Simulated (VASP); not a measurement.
# Ca (Pm-3m) in VASP: a series of runs, part 2 of 2

VASP 6.6.1. Earlier steps stand in the parts before.

**3. Single point, r2SCAN (43.12 Å³/atom)**

This run uses another cell than the first one, of 43.12 Å³/atom.

The input, POSCAR:

```
Ca
1.0
    3.5065510619      0.0000000000      0.0000000000
    0.0000000000      3.5065510619      0.0000000000
    0.0000000000      0.0000000000      3.5065510619
Ca
1
Direct
    0.0000000000      0.0000000000      0.0000000000
```

The input, INCAR.step1:

```
PREC = Accurate ; ENCUT = 520
ISMEAR = -1 ; SIGMA = 0.1
LREAL = F ; LASPH = T
NELM = 80 ; NBANDS = 11
GGA = PE ; ALGO = Normal
EDIFF = 1E-4 ; LWAVE = T
LCHARG = F
```

The input, INCAR.step2:

```
PREC = Accurate ; ENCUT = 520
EDIFF = 1E-6 ; ISMEAR = -1
SIGMA = 0.1 ; LREAL = F
LASPH = T ; NELM = 80
ALGO = Normal ; ISIF = 2
LWAVE = F ; LCHARG = F
METAGGA = R2SCAN ; LMIXTAU = T
NBANDS = 11 ; ISTART = 1
```

The input, KPOINTS:

```
regular mesh
0
Gamma
  10 10 10
```

Potentials or basis: VASP PAW PBE potentials, release 64 (Ca_sv).

Command:

```bash
> cat potpaw_PBE.64/Ca_sv/POTCAR > POTCAR
> cp INCAR.step1 INCAR
> mpirun -np 1 vasp_std > vasp.out
> cp INCAR.step2 INCAR
> mpirun -np 1 vasp_std > vasp.out
```

OUTCAR:

```text
PREC = Accurate
   ENCUT = 520
   EDIFF = 1E-6
   ISMEAR = -1
   LREAL = F
   LASPH = T
   NELM = 80
   ISIF = 2
   METAGGA = R2SCAN
   ISTART = 1

 ion  position               nearest neighbor table
   1  0.000  0.000  0.000-

  LATTYP: Found a simple cubic cell.
 ALAT       =     3.5065510619

  Lattice vectors:

 A1 = (   3.5065510619,   0.0000000000,   0.0000000000)
 A2 = (   0.0000000000,   3.5065510619,   0.0000000000)
 A3 = (   0.0000000000,   0.0000000000,   3.5065510619)

Analysis of symmetry for initial positions (statically):
=====================================================================
 Subroutine PRICEL returns:
 Original cell was already a primitive cell.

 Routine SETGRP: Setting up the symmetry group for a
 simple cubic supercell.

 Subroutine GETGRP returns: Found 48 space group operations
 (whereof 48 operations were pure point group operations)
 out of a pool of 48 trial point group operations.

The static configuration has the point symmetry O_h .

Analysis of symmetry for dynamics (positions and initial velocities):
=====================================================================
 Subroutine PRICEL returns:
 Original cell was already a primitive cell.

 Routine SETGRP: Setting up the symmetry group for a
 simple cubic supercell.

 Subroutine GETGRP returns: Found 48 space group operations
 (whereof 48 operations were pure point group operations)
 out of a pool of 48 trial point group operations.

The dynamic configuration has the point symmetry O_h .

 Subroutine INISYM returns: Found 48 space group operations
 (whereof 48 operations are pure point group operations),
 and found     1 'primitive' translations

----------------------------------------------------------------------------------------

                                     Primitive cell

  volume of cell :      43.1162

  direct lattice vectors                    reciprocal lattice vectors
     3.506551062  0.000000000  0.000000000     0.285180504  0.000000000  0.000000000
     0.000000000  3.506551062  0.000000000     0.000000000  0.285180504  0.000000000
     0.000000000  0.000000000  3.506551062     0.000000000  0.000000000  0.285180504

  length of vectors
     3.506551062  3.506551062  3.506551062     0.285180504  0.285180504  0.285180504

  position of ions in fractional coordinates (direct lattice)
     0.000000000  0.000000000  0.000000000

  ion indices of the primitive-cell ions
   primitive index   ion index
                 1           1

----------------------------------------------------------------------------------------

 KPOINTS: regular mesh

Automatic generation of k-mesh.
 Grid dimensions read from file:
 generate k-points for:   10   10   10

 Generating k-lattice:

  Cartesian coordinates                     Fractional coordinates (reciprocal lattice)
     0.028518050  0.000000000  0.000000000     0.100000000  0.000000000  0.000000000
     0.000000000  0.028518050  0.000000000     0.000000000  0.100000000  0.000000000
     0.000000000  0.000000000  0.028518050     0.000000000  0.000000000  0.100000000

  Length of vectors
     0.028518050  0.028518050  0.028518050

  Shift w.r.t. Gamma in fractional coordinates (k-lattice)
     0.000000000  0.000000000  0.000000000

 Subroutine IBZKPT returns following result:
 ===========================================

 Found     56 irreducible k-points:

 Following reciprocal coordinates:
            Coordinates               Weight
  0.000000  0.000000  0.000000      1.000000
  0.100000  0.000000  0.000000      6.000000
  0.200000  0.000000  0.000000      6.000000
  0.300000  0.000000  0.000000      6.000000
  0.400000  0.000000  0.000000      6.000000
  0.500000  0.000000  0.000000      3.000000
[... 16 lines left out ...]
  0.200000  0.100000  0.100000     24.000000
  0.300000  0.100000  0.100000     24.000000
 [... further k-points ...]
   k-points           NKPTS =     56   k-points in BZ     NKDIM =     56   number of bands    NBANDS=     11
   number of dos      NEDOS =    301   number of ions     NIONS =      1
   total plane-waves  NPLWV =  21952
   dimension x,y,z NGX =    28 NGY =   28 NGZ =   28
   dimension x,y,z NGXF=    56 NGYF=   56 NGZF=   56
   ions per type =               1
   NGX,Y,Z   is equivalent  to a cutoff of  13.27, 13.27, 13.27 a.u.
   NGXF,Y,Z  is equivalent  to a cutoff of  26.55, 26.55, 26.55 a.u.
 SYSTEM =  unknown system
   PREC   = accura    normal or accurate (medium, high low for compatibility)
   ISTART =      1    job   : 0-new  1-cont  2-samecut
   ICHARG =      0    charge: 1-file 2-atom 10-const
   ISPIN  =      1    spin polarized calculation?
   LNONCOLLINEAR =      F non collinear calculations
   LSORBIT =      F    spin-orbit coupling
   LASPH  =      T    aspherical Exc in radial PAW
   ENCUT  =  520.0 eV  38.22 Ry    6.18 a.u.   6.52  6.52  6.52*2*pi/ulx,y,z
   NELM   =     80;   NELMIN=  2; NELMDL=  0     # of ELM steps
   EDIFF  = 0.1E-05   stopping-criterion for ELM
   LREAL  =      F    real-space projection
   EDIFFG = 0.1E-04   stopping-criterion for IOM
   NSW    =      0    number of steps for IOM
   IBRION =     -1    ionic relax: 0-MD 1-quasi-New 2-CG
   NFREE  =      0    steps in history (QN), initial steepest desc. (CG)
   ISIF   =      2    stress and relaxation
   ISYM   =      2    0-nonsym 1-usesym 2-fastsym
   POTIM  = 0.5000    time-step for ionic-motion
   TEBEG  =    0.0;   TEEND  =   0.0 temperature during run
   PSTRESS=    0.0 pullay stress
   NELECT =      10.0000    total number of electrons
   NUPDOWN=      -1.0000    fix difference up-down
   EMIN   =  10.00;   EMAX   =-10.00  energy-range for DOS
   EFERMI =   0.00;   METHOD = LEGACY
   ISMEAR =    -1;   SIGMA  =   0.10  broadening in eV -4-tet -1-fermi 0-gaus
   EFERMI_NEDOS =   21; number of points for ismear=-14 and -15
   IALGO  =     38    algorithm
   IMIX   =      4    mixing-type and parameters
     AMIX     =   0.40;   BMIX     =  1.00
     AMIX_MAG =   1.60;   BMIX_MAG =  1.00
  volume/ion in A,a.u.               =      43.12       290.96
  Fermi-wavevector in a.u.,A,eV,Ry     =   1.005838  1.900758 13.765149  1.011710
  Thomas-Fermi vector in A             =   2.138543
   LORBIT       =      0    0 simple, 1 ext, 2 COOP (PROOUT), +10 PAW based schemes
   METAGGA = R2SCAN    functional components
   LHFCALC =     F    Hartree Fock is set to
   AEXX    =    0.0000 exact exchange contribution
   IVDW    =     0    specifies the selected vdW correction
   LEPSILON=     F    determine dielectric tensor
   LRPA    =     F    only Hartree local field effects (RPA)
 non-spin polarized calculation
  energy-cutoff  :      520.00
  volume of cell :       43.12
 maximum number of plane-waves:      1189
 NGX is ok and might be reduce to    28
   NGX = 13   NGY = 13   NGZ = 13

 number of electron       9.9999997 magnetization

 Free energy of the ion-electron system (eV)
  ---------------------------------------------------
  ext. energy  EPLUGINS =         0.00000000
  ---------------------------------------------------
  free energy    TOTEN  =        -6.64592912 eV

  energy without entropy =       -6.62104710  energy(sigma->0) =       -6.63348811

 E-fermi :   1.8980     XC(G=0):  -8.0977

 val. band max:        1.8575400385   @ k =   0.5000   0.3000   0.3000
 cond. band min:       1.8999205719   @ k =   0.4000   0.4000   0.3000
 fundamental gap:      0.0423805334
 Fermi energy:         1.8980498476

 k-point     1 :       0.0000    0.0000    0.0000
  band No.  band energies     occupation
      1     -42.1747      2.00000
      2     -22.1819      2.00000
      3     -22.1819      2.00000
      4     -22.1819      2.00000
      5      -2.2296      2.00000
      6       2.9452      0.00006
      7       2.9452      0.00006
      8       6.3291      0.00000
      9       6.3291      0.00000
     10       6.3291      0.00000
     11      10.9929      0.00000
[... 309 lines left out ...]
 k-point    24 :       0.3000    0.1000    0.1000
  band No.  band energies     occupation
      1     -42.1591      2.00000
      2     -22.3188      2.00000
      3     -22.1888      2.00000
      4     -22.1869      2.00000
      5      -0.6896      2.00000
      6       2.8650      0.00013
      7       3.3992      0.00000
      8       5.1892      0.00000
      9       5.2804      0.00000
     10       6.1167      0.00000
     11       8.0989      0.00000

 [... further k-points ...]

------------------------ aborting loop because EDIFF is reached ----------------------------------------

  FORCE on cell =-STRESS in cart. coord.  units (eV):
  Direction    XX          YY          ZZ          XY          YZ          ZX
  --------------------------------------------------------------------------------------
  -------------------------------------------------------------------------------------
  Total       -0.0255612     -0.0255612     -0.0255612     -0.0000000     -0.0000000      0.0000000
  in kB       -0.9498424     -0.9498424     -0.9498424     -0.0000000     -0.0000000      0.0000000
  external PRESSURE =      -0.9498424 kB  Pullay stress =       0.0000000 kB

 VOLUME and BASIS-vectors are now :
 -----------------------------------------------------------------------------
  energy-cutoff  :      520.00
  volume of cell :       43.12
      direct lattice vectors                 reciprocal lattice vectors
     3.506551062  0.000000000  0.000000000     0.285180504  0.000000000  0.000000000
     0.000000000  3.506551062  0.000000000     0.000000000  0.285180504  0.000000000
     0.000000000  0.000000000  3.506551062     0.000000000  0.000000000  0.285180504

 POSITION                                       TOTAL-FORCE (eV/Angst)
 -----------------------------------------------------------------------------------
      0.00000      0.00000      0.00000         0.000000      0.000000      0.000000
 -----------------------------------------------------------------------------------
    total drift:                               -0.000000     -0.000000     -0.000000

  FREE ENERGIE OF THE ION-ELECTRON SYSTEM (eV)
  ---------------------------------------------------
  free  energy   TOTEN  =        -6.6459291212 eV

  energy  without entropy=       -6.6210470976  energy(sigma->0) =       -6.63348811
```

It took 50 s on 1 thread of Intel Xeon 6975P-C (Granite Rapids), shared host; peak memory 0.17 GiB.

What came out:

```yaml
Free_energy: -6.6459 eV
Pressure: -0.1 GPa
Band_gap_on_the_k_mesh: zero (bands 5 and 6 overlap by 1.47 eV)
```

Caveat: the PAW data sets were made with another functional, which shifts forces and pressure a little.

**4. Single point, r2SCAN (44.84 Å³/atom)**

This run uses another cell than the first one, of 44.84 Å³/atom.

The input, POSCAR:

```
Ca
1.0
    3.5526951834      0.0000000000      0.0000000000
    0.0000000000      3.5526951834      0.0000000000
    0.0000000000      0.0000000000      3.5526951834
Ca
1
Direct
    0.0000000000      0.0000000000      0.0000000000
```

The input, INCAR.step1:

```
SYSTEM = Ca
PREC = Accurate ; ENCUT = 520
ISMEAR = -1 ; SIGMA = 0.1
LREAL = .False. ; LASPH = .True.
NELM = 100 ; NBANDS = 11
GGA = PE ; ALGO = Normal
EDIFF = 1E-4 ; LWAVE = .True.
LCHARG = .False.
```

The input, INCAR.step2:

```
SYSTEM = Ca
PREC = Accurate ; ENCUT = 520
EDIFF = 1E-6 ; ISMEAR = -1
SIGMA = 0.1 ; LREAL = .False.
LASPH = .True. ; NELM = 100
ALGO = Normal ; ISIF = 2
LWAVE = .False. ; LCHARG = .False.
METAGGA = R2SCAN ; LMIXTAU = .True.
NBANDS = 11 ; ISTART = 1
```

The input, KPOINTS:

```
regular mesh
0
Gamma
  10 10 10
  0 0 0
```

Command:

```bash
> cat potpaw_PBE.64/Ca_sv/POTCAR > POTCAR
> cp INCAR.step1 INCAR
> mpirun -np 1 vasp_std > vasp.out
> cp INCAR.step2 INCAR
> mpirun -np 1 vasp_std > vasp.out
```

It took 41 s on 1 thread of Intel Xeon 6975P-C (Granite Rapids), shared host; peak memory 0.17 GiB.

The run converged. Its results:

```
Free energy            : -6.6433 eV
Pressure               : -0.5 GPa
Band gap on the k mesh : zero (bands 5 and 6 overlap by 1.51 eV)
```

Levels at points of the mesh, in eV from the Fermi level:
```tsv
k point	band 2	band 3	band 4	band 5	band 6	band 7	band 8	band 9
(0.00, 0.00, 0.00)	-24.16	-24.16	-24.16	-4.08	1.05	1.05	4.30	4.30
(0.50, 0.00, 0.00)	-24.35	-24.15	-24.15	-1.17	-0.74	1.58	3.07	3.07
(0.50, 0.50, 0.00)	-24.33	-24.33	-24.13	-0.38	1.13	2.29	2.29	3.38
(0.50, 0.50, 0.50)	-24.30	-24.30	-24.30	0.77	0.77	0.77	5.02	5.02
```

Caveat: the PAW data sets were made with another functional, which shifts forces and pressure a little.

**5. The runs side by side**

```tsv
cell	gap on the mesh (eV)	pressure (GPa)
a = 3.459 Å, 1 atom	none	0.4
a = 3.507 Å, 1 atom	none	-0.1
a = 3.553 Å, 1 atom	none	-0.5
```

Alike in all rows: task single point; level r2SCAN; potentials or basis VASP PAW PBE potentials, release 64 (Ca_sv); no spin polarisation; k mesh 10 × 10 × 10; cutoff (eV) 520; smearing fermi-dirac 0.1 eV.

Caveats: the PAW data sets were made with another functional, which shifts forces and pressure a little.

Absolute energies hang on the potentials; compare differences alone.
